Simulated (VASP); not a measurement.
# FeNi3 (Pm-3m) in VASP: a series of runs, part 3 of 3

VASP 6.6.1. Earlier steps stand in the parts before.

### 4 Single point, PBEsol, collinear spin, ferromagnetic start

This run uses another cell than the first one, of 9.56 Å³/atom.

INCAR reads:

```
SYSTEM = FeNi3
PREC = Accurate
ENCUT = 520
EDIFF = 1E-6
ISMEAR = -1
SIGMA = 0.05
LREAL = .FALSE.
LASPH = .TRUE.
NELM = 150
ALGO = Normal
ISIF = 2
LWAVE = .FALSE.
LCHARG = .FALSE.
ISPIN = 2
MAGMOM = 1 1 1 3
LORBIT = 11
LMAXMIX = 4
GGA = PS
NBANDS = 31
```

KPOINTS reads:

```
Automatic mesh
0
G
  8 8 8
  0 0 0
```

POSCAR reads:

```
FeNi3
1.0
    3.3689244794      0.0000000000      0.0000000000
    0.0000000000      3.3689244794      0.0000000000
    0.0000000000      0.0000000000      3.3689244794
Ni Fe
3 1
Direct
    0.5000000000      0.5000000000      0.0000000000
    0.5000000000      0.0000000000      0.5000000000
    0.0000000000      0.5000000000      0.5000000000
    0.0000000000      0.0000000000      0.0000000000
```

Potentials or basis: VASP PAW PBE potentials, release 64 (Ni, Fe).

Started as:

```
> cat potpaw_PBE.64/Ni/POTCAR potpaw_PBE.64/Fe/POTCAR > POTCAR
> mpirun -np 1 vasp_std > vasp.out
```

OUTCAR:

```text
SYSTEM = FeNi3
   PREC = Accurate
   ENCUT = 520
   EDIFF = 1E-6
   ISMEAR = -1
   LREAL = .FALSE.
   LASPH = .TRUE.
   NELM = 150
   ISIF = 2
   ISPIN = 2
   LORBIT = 11
   GGA = PS

 ion  position               nearest neighbor table
   1  0.500  0.500  0.000-   2 2.38   3 2.38   4 2.38   2 2.38   3 2.38   2 2.38   4 2.38   2 2.38
                             3 2.38   4 2.38   3 2.38   4 2.38
   2  0.500  0.000  0.500-   1 2.38   3 2.38   4 2.38   1 2.38   4 2.38   1 2.38   3 2.38   1 2.38
                             3 2.38   4 2.38   4 2.38   3 2.38
   3  0.000  0.500  0.500-   1 2.38   2 2.38   4 2.38   1 2.38   4 2.38   2 2.38   4 2.38   4 2.38
                             1 2.38   2 2.38   1 2.38   2 2.38
   4  0.000  0.000  0.000-   1 2.38   2 2.38   3 2.38   2 2.38   3 2.38   1 2.38   3 2.38   3 2.38
                             1 2.38   2 2.38   2 2.38   1 2.38

  LATTYP: Found a simple cubic cell.
 ALAT       =     3.3689244794

  Lattice vectors:

 A1 = (   3.3689244794,   0.0000000000,   0.0000000000)
 A2 = (   0.0000000000,   3.3689244794,   0.0000000000)
 A3 = (   0.0000000000,   0.0000000000,   3.3689244794)

Analysis of symmetry for initial positions (statically):
=====================================================================
 Subroutine PRICEL returns:
 Original cell was already a primitive cell.

 Routine SETGRP: Setting up the symmetry group for a
 simple cubic supercell.

 Subroutine GETGRP returns: Found 48 space group operations
 (whereof 48 operations were pure point group operations)
 out of a pool of 48 trial point group operations.

The static configuration has the point symmetry O_h .

Analysis of symmetry for dynamics (positions and initial velocities):
=====================================================================
 Subroutine PRICEL returns:
 Original cell was already a primitive cell.

 Routine SETGRP: Setting up the symmetry group for a
 simple cubic supercell.

 Subroutine GETGRP returns: Found 48 space group operations
 (whereof 48 operations were pure point group operations)
 out of a pool of 48 trial point group operations.

The dynamic configuration has the point symmetry O_h .

Analysis of structural, dynamic, and magnetic symmetry:
=====================================================================
 Subroutine PRICEL returns:
 Original cell was already a primitive cell.

 Routine SETGRP: Setting up the symmetry group for a
 simple cubic supercell.

 Subroutine GETGRP returns: Found 48 space group operations
 (whereof 48 operations were pure point group operations)
 out of a pool of 48 trial point group operations.

The overall configuration has the point symmetry O_h .

 Subroutine INISYM returns: Found 48 space group operations
 (whereof 48 operations are pure point group operations),
 and found     1 'primitive' translations

----------------------------------------------------------------------------------------

                                     Primitive cell

  volume of cell :      38.2361

  direct lattice vectors                    reciprocal lattice vectors
     3.368924479  0.000000000  0.000000000     0.296830637  0.000000000  0.000000000
     0.000000000  3.368924479  0.000000000     0.000000000  0.296830637  0.000000000
     0.000000000  0.000000000  3.368924479     0.000000000  0.000000000  0.296830637

  length of vectors
     3.368924479  3.368924479  3.368924479     0.296830637  0.296830637  0.296830637

  position of ions in fractional coordinates (direct lattice)
[... 81 lines left out ...]
   ENCUT  =  520.0 eV  38.22 Ry    6.18 a.u.   6.26  6.26  6.26*2*pi/ulx,y,z
   NELM   =    150;   NELMIN=  2; NELMDL= -5     # of ELM steps
   EDIFF  = 0.1E-05   stopping-criterion for ELM
   LREAL  =      F    real-space projection
   EDIFFG = 0.1E-04   stopping-criterion for IOM
   NSW    =      0    number of steps for IOM
   IBRION =     -1    ionic relax: 0-MD 1-quasi-New 2-CG
   NFREE  =      0    steps in history (QN), initial steepest desc. (CG)
   ISIF   =      2    stress and relaxation
   ISYM   =      2    0-nonsym 1-usesym 2-fastsym
   POTIM  = 0.5000    time-step for ionic-motion
   TEBEG  =    0.0;   TEEND  =   0.0 temperature during run
   PSTRESS=    0.0 pullay stress
   NELECT =      38.0000    total number of electrons
   NUPDOWN=      -1.0000    fix difference up-down
   EMIN   =  10.00;   EMAX   =-10.00  energy-range for DOS
   EFERMI =   0.00;   METHOD = LEGACY
   ISMEAR =    -1;   SIGMA  =   0.05  broadening in eV -4-tet -1-fermi 0-gaus
   EFERMI_NEDOS =   21; number of points for ismear=-14 and -15
   IALGO  =     38    algorithm
   IMIX   =      4    mixing-type and parameters
     AMIX     =   0.40;   BMIX     =  1.00
     AMIX_MAG =   1.60;   BMIX_MAG =  1.00
  volume/ion in A,a.u.               =       9.56        64.51
  Fermi-wavevector in a.u.,A,eV,Ry     =   1.633722  3.087286 36.314585  2.669047
  Thomas-Fermi vector in A             =   2.725480
   LORBIT       =     11    0 simple, 1 ext, 2 COOP (PROOUT), +10 PAW based schemes
   GGA     = PS    functional components
   LHFCALC =     F    Hartree Fock is set to
   AEXX    =    0.0000 exact exchange contribution
   IVDW    =     0    specifies the selected vdW correction
   LEPSILON=     F    determine dielectric tensor
   LRPA    =     F    only Hartree local field effects (RPA)
 spin polarized calculation
  energy-cutoff  :      520.00
  volume of cell :       38.24
 maximum number of plane-waves:      1064
 NGX is ok and might be reduce to    28
   NGX = 13   NGY = 13   NGZ = 13

 number of electron      38.0000036 magnetization       4.4627090

 Free energy of the ion-electron system (eV)
  ---------------------------------------------------
  ext. energy  EPLUGINS =         0.00000000
  ---------------------------------------------------
  free energy    TOTEN  =       -27.30233179 eV

  energy without entropy =      -27.28023461  energy(sigma->0) =      -27.29128320

 E-fermi :  10.5405     XC(G=0): -14.2343

 val. band max:       10.5372480342   @ k =   0.5000   0.1250   0.1250
 cond. band min:      10.5573143707   @ k =   0.5000   0.5000   0.5000
 fundamental gap:      0.0200663364
 Fermi energy:        10.5404509693

 spin component 1

 k-point     1 :       0.0000    0.0000    0.0000
  band No.  band energies     occupation
      1       0.3470      1.00000
      2       4.3140      1.00000
      3       4.3140      1.00000
      4       4.8951      1.00000
      5       5.1705      1.00000
      6       5.1705      1.00000
[... 805 lines left out ...]
     30      25.9031      0.00000
     31      28.4417      0.00000

 [... further k-points ...]

 spin component 2

 k-point     1 :       0.0000    0.0000    0.0000
  band No.  band energies     occupation
      1       0.4504      1.00000
      2       5.2280      1.00000
      3       5.2280      1.00000
      4       5.2687      1.00000
      5       6.0462      1.00000
      6       6.0462      1.00000
[... 805 lines left out ...]
     30      26.3573      0.00000
     31      28.6372      0.00000

 [... further k-points ...]
[... 5 lines left out ...]
  --------------------------------------------------------------------------------------
  -------------------------------------------------------------------------------------
  Total        7.0559380      7.0559380      7.0559380      0.0000000      0.0000000     -0.0000000
  in kB      295.6592780    295.6592780    295.6592780      0.0000000      0.0000000     -0.0000000
  external PRESSURE =     295.6592780 kB  Pullay stress =       0.0000000 kB

 VOLUME and BASIS-vectors are now :
 -----------------------------------------------------------------------------
  energy-cutoff  :      520.00
  volume of cell :       38.24
      direct lattice vectors                 reciprocal lattice vectors
     3.368924479  0.000000000  0.000000000     0.296830637  0.000000000  0.000000000
     0.000000000  3.368924479  0.000000000     0.000000000  0.296830637  0.000000000
     0.000000000  0.000000000  3.368924479     0.000000000  0.000000000  0.296830637

 POSITION                                       TOTAL-FORCE (eV/Angst)
 -----------------------------------------------------------------------------------
      1.68446      1.68446      0.00000         0.000000      0.000000      0.000000
      1.68446      0.00000      1.68446         0.000000      0.000000      0.000000
      0.00000      1.68446      1.68446         0.000000      0.000000      0.000000
      0.00000      0.00000      0.00000         0.000000      0.000000      0.000000
 -----------------------------------------------------------------------------------
    total drift:                                0.000000      0.000000      0.000000

  FREE ENERGIE OF THE ION-ELECTRON SYSTEM (eV)
  ---------------------------------------------------
  free  energy   TOTEN  =       -27.3023317858 eV

  energy  without entropy=      -27.2802346121  energy(sigma->0) =      -27.29128320

 total charge

# of ion       s       p       d       tot
------------------------------------------
    1        0.578   0.668   8.410   9.656
    2        0.578   0.668   8.410   9.656
    3        0.578   0.668   8.410   9.656
    4        0.542   0.644   6.265   7.451
--------------------------------------------------
tot          2.277   2.648  31.495  36.419

 magnetization (x)

# of ion       s       p       d       tot
------------------------------------------
    1       -0.015  -0.042   0.633   0.576
    2       -0.015  -0.042   0.633   0.576
    3       -0.015  -0.042   0.633   0.576
    4        0.007   0.003   2.673   2.684
--------------------------------------------------
tot         -0.038  -0.122   4.573   4.413
```

OSZICAR:

```text
N       E                     dE             d eps       ncg     rms          rms(c)
DAV:   1     0.242389332383E+03    0.24239E+03   -0.16936E+04  4676   0.181E+03
DAV:   2    -0.152212218991E+02   -0.25761E+03   -0.24134E+03  4340   0.322E+02
DAV:   3    -0.316936784936E+02   -0.16472E+02   -0.15782E+02  4781   0.107E+02
DAV:   4    -0.319357026588E+02   -0.24202E+00   -0.24176E+00  5017   0.139E+01
DAV:   5    -0.319431062308E+02   -0.74036E-02   -0.74032E-02  6408   0.193E+00    0.259E+01
DAV:   6    -0.280075563008E+02    0.39355E+01   -0.21547E+01  4802   0.745E+01    0.116E+01
DAV:   7    -0.286757620626E+02   -0.66821E+00   -0.83001E+00  5440   0.512E+01    0.200E+01
DAV:   8    -0.273861186524E+02    0.12896E+01   -0.32981E+00  5223   0.420E+01    0.618E+00
DAV:   9    -0.273297460871E+02    0.56373E-01   -0.17712E-01  6208   0.567E+00    0.275E+00
DAV:  10    -0.273038506751E+02    0.25895E-01   -0.23727E-02  7307   0.241E+00    0.636E-01
DAV:  11    -0.273025413530E+02    0.13093E-02   -0.39788E-03  5793   0.680E-01    0.266E-01
DAV:  12    -0.273023096182E+02    0.23173E-03   -0.66520E-04  5853   0.570E-01    0.648E-02
DAV:  13    -0.273023392018E+02   -0.29584E-04   -0.14706E-04  6703   0.129E-01    0.559E-02
DAV:  14    -0.273023319468E+02    0.72550E-05   -0.16055E-05  5539   0.809E-02    0.220E-02
DAV:  15    -0.273023317858E+02    0.16102E-06   -0.40015E-06  4341   0.351E-02
   1 F= -.27302332E+02 E0= -.27291283E+02  d E =-.220972E-01  mag=     4.4635
```

stdout:

```text
POSCAR found type information on POSCAR NiFe
 POSCAR found :  2 types and       4 ions
 scaLAPACK will be used
 -----------------------------------------------------------------------------
|                                                                             |
|                                                                             |
|     You enforced a specific xc type in the INCAR file but a different       |
|     I HOPE YOU KNOW WHAT YOU ARE DOING!                                     |
|                                                                             |
 -----------------------------------------------------------------------------

 LDA part: xc-table for (Slater+PW92), standard interpolation
 POSCAR, INCAR and KPOINTS ok, starting setup
 FFT: planning ... GRIDC
 FFT: planning ... GRID_SOFT
 FFT: planning ... GRID
 WAVECAR not read
 entering main loop
```

It took 92 s on 1 thread of Oxide Virtual Turin-like, shared host; peak memory 0.17 GiB.

What came out:

```yaml
Free_energy: -27.3023 eV
Pressure: 29.6 GPa
Net_moment: 4.46 μB per cell
Site_moments: Ni +0.58; Fe +2.68 μB
Valence_electrons_inside_the_program's_atomic_spheres: Ni 9.66; Fe 7.45
```

Caveat: the cell stands under pressure; the PAW data sets were made with another functional, which shifts forces and pressure a little.

### 5 Single point, PBEsol, collinear spin, ferromagnetic start

This run uses another cell than the first one, of 9.84 Å³/atom.

INCAR reads:

```
SYSTEM = FeNi3
PREC = Accurate ; ENCUT = 520
EDIFF = 1E-7 ; ISMEAR = -1
SIGMA = 0.05 ; LREAL = .FALSE.
LASPH = .TRUE. ; NELM = 150
ALGO = Normal ; ISIF = 2
LWAVE = .FALSE. ; LCHARG = .FALSE.
ISPIN = 2 ; MAGMOM = 1 1 1 3
LORBIT = 11 ; LMAXMIX = 4
GGA = PS ; NBANDS = 31
```

KPOINTS is that of step 4.

POSCAR reads:

```
FeNi3
1.0
    3.4021441079      0.0000000000      0.0000000000
    0.0000000000      3.4021441079      0.0000000000
    0.0000000000      0.0000000000      3.4021441079
Ni Fe
3 1
Direct
    0.5000000000      0.5000000000      0.0000000000
    0.5000000000      0.0000000000      0.5000000000
    0.0000000000      0.5000000000      0.5000000000
    0.0000000000      0.0000000000      0.0000000000
```

Potentials or basis: VASP PAW PBE potentials, release 64 (Ni, Fe).

Started as:

```
> cat potpaw_PBE.64/Ni/POTCAR potpaw_PBE.64/Fe/POTCAR > POTCAR
> mpirun -np 1 vasp_std > vasp.out
```

OUTCAR:

```text
SYSTEM = FeNi3
   PREC = Accurate
   ENCUT = 520
   EDIFF = 1E-7
   ISMEAR = -1
   LREAL = .FALSE.
   LASPH = .TRUE.
   NELM = 150
   ISIF = 2
   ISPIN = 2
   LORBIT = 11
   GGA = PS

 ion  position               nearest neighbor table
   1  0.500  0.500  0.000-   2 2.41   3 2.41   4 2.41   2 2.41   3 2.41   2 2.41   4 2.41   2 2.41
                             3 2.41   4 2.41   3 2.41   4 2.41
   2  0.500  0.000  0.500-   1 2.41   3 2.41   4 2.41   1 2.41   4 2.41   1 2.41   3 2.41   1 2.41
                             3 2.41   4 2.41   4 2.41   3 2.41
   3  0.000  0.500  0.500-   1 2.41   2 2.41   4 2.41   1 2.41   4 2.41   2 2.41   4 2.41   4 2.41
                             1 2.41   2 2.41   1 2.41   2 2.41
   4  0.000  0.000  0.000-   1 2.41   2 2.41   3 2.41   2 2.41   3 2.41   1 2.41   3 2.41   3 2.41
                             1 2.41   2 2.41   2 2.41   1 2.41

  LATTYP: Found a simple cubic cell.
 ALAT       =     3.4021441079

  Lattice vectors:

 A1 = (   3.4021441079,   0.0000000000,   0.0000000000)
 A2 = (   0.0000000000,   3.4021441079,   0.0000000000)
 A3 = (   0.0000000000,   0.0000000000,   3.4021441079)

Analysis of symmetry for initial positions (statically):
=====================================================================
[... 1842 lines left out ...]
  -------------------------------------------------------------------------------------
  Total        4.8422683      4.8422683      4.8422683      0.0000000      0.0000000     -0.0000000
  in kB      197.0159157    197.0159157    197.0159157      0.0000000      0.0000000     -0.0000000
  external PRESSURE =     197.0159157 kB  Pullay stress =       0.0000000 kB

 VOLUME and BASIS-vectors are now :
 -----------------------------------------------------------------------------
  energy-cutoff  :      520.00
  volume of cell :       39.38
      direct lattice vectors                 reciprocal lattice vectors
     3.402144108  0.000000000  0.000000000     0.293932287  0.000000000  0.000000000
     0.000000000  3.402144108  0.000000000     0.000000000  0.293932287  0.000000000
     0.000000000  0.000000000  3.402144108     0.000000000  0.000000000  0.293932287

 POSITION                                       TOTAL-FORCE (eV/Angst)
 -----------------------------------------------------------------------------------
      1.70107      1.70107      0.00000         0.000000      0.000000      0.000000
      1.70107      0.00000      1.70107         0.000000      0.000000      0.000000
      0.00000      1.70107      1.70107         0.000000      0.000000      0.000000
      0.00000      0.00000      0.00000         0.000000      0.000000      0.000000
 -----------------------------------------------------------------------------------
    total drift:                                0.000000      0.000000      0.000000

  FREE ENERGIE OF THE ION-ELECTRON SYSTEM (eV)
  ---------------------------------------------------
  free  energy   TOTEN  =       -27.4771166417 eV

  energy  without entropy=      -27.4538837580  energy(sigma->0) =      -27.46550020

 total charge

# of ion       s       p       d       tot
------------------------------------------
    1        0.563   0.635   8.390   9.588
    2        0.563   0.635   8.390   9.588
    3        0.563   0.635   8.390   9.588
    4        0.528   0.615   6.230   7.373
--------------------------------------------------
tot          2.217   2.520  31.399  36.136

 magnetization (x)

# of ion       s       p       d       tot
------------------------------------------
    1       -0.015  -0.042   0.637   0.580
    2       -0.015  -0.042   0.637   0.580
    3       -0.015  -0.042   0.637   0.580
    4        0.008   0.003   2.712   2.723
--------------------------------------------------
tot         -0.039  -0.123   4.625   4.463
```

Wall time 1.8 min (1 thread of Oxide Virtual Turin-like, shared host); peak memory 0.17 GiB.

What came out:

- Free energy: -27.4771 eV
- Pressure: 19.7 GPa
- Net moment: 4.50 μB per cell
- Site moments: Ni +0.58; Fe +2.72 μB
- Valence electrons inside the program's atomic spheres: Ni 9.59; Fe 7.37

Caveat: the cell stands under pressure; the PAW data sets were made with another functional, which shifts forces and pressure a little.

### 6 Overview

```csv
cell,gap on the mesh (eV),pressure (GPa),moment (μB)
"a = 3.592 Å, 4 atoms",none,-15.3,4.90
"a = 3.615 Å, 4 atoms",none,-18.1,4.94
"a = 3.369 Å, 4 atoms",none,29.6,4.46
"a = 3.402 Å, 4 atoms",none,19.7,4.50
```

Alike in all rows: task single point; level PBEsol; potentials or basis VASP PAW PBE potentials, release 64 (Ni, Fe); spin collinear, ferromagnetic start; k mesh 8 × 8 × 8; cutoff (eV) 520; smearing fermi-dirac 0.05 eV.

Caveats: the PAW data sets were made with another functional, which shifts forces and pressure a little; the cell stands under tension (at least some runs); the cell stands under pressure (at least some runs).

Total energies depend on the potentials used, so only differences within one code and one set of settings carry meaning.

The gap in the log of VASP goes by the Fermi energy; the results here count the filled bands.